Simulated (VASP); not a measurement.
Write the native input for VASP 6.6.1 that does the following.

```
Task                   : single point
Functional             : PBEsol
Potentials or basis    : VASP PAW PBE potentials, release 64 (Al, Ni)
Cutoff                 : 520 eV
k mesh                 : 12 × 12 × 8
Occupations            : gaussian, width 0.1 eV
Spin                   : no spin polarisation
Dipole correction      : no
Further INCAR settings : ALGO = Fast; EDIFF = 1e-06; NBANDS = 22
```

The structure of Al3Ni2 lies in POSCAR:

```
Al3Ni2
1.0
    4.0031396448      0.0000000000      0.0000000000
   -2.0015698224      3.4668206273      0.0000000000
    0.0000000000      0.0000000000      4.8594646139
Al Ni
3 2
Direct
    0.0000000000      0.0000000000      0.0000000000
    0.3333333333      0.6666666667      0.6477829058
    0.6666666667      0.3333333333      0.3522170942
    0.3333333333      0.6666666667      0.1455709069
    0.6666666667      0.3333333333      0.8544290931
```

The input as run:

INCAR

```
SYSTEM = Al3Ni2
PREC = Accurate ; ENCUT = 520
EDIFF = 1E-6 ; ISMEAR = 0
SIGMA = 0.1 ; LREAL = .False.
LASPH = .True. ; NELM = 60
ALGO = Fast ; ISIF = 2
LWAVE = .False. ; LCHARG = .False.
GGA = PS ; NBANDS = 22
```

KPOINTS

```
regular mesh
0
Gamma
  12 12 8
  0 0 0
```

Potentials or basis: VASP PAW PBE potentials, release 64 (Al, Ni).

Run with:

```bash
$ cat potpaw_PBE.64/Al/POTCAR potpaw_PBE.64/Ni/POTCAR > POTCAR
$ mpirun -np 1 vasp_std > vasp.out
```

Results of the run:

The pressure is 0.2 GPa. The largest force is 0.011 eV/Å.

Caveat: the PAW data sets were made with another functional, which shifts forces and pressure a little.

It took 3.6 min on 1 thread of Intel(R) Xeon(R) Platinum 8259CL CPU @ 2.50GHz (Skylake/Cascade Lake), with other jobs on the host, peak memory 0.3 GiB.
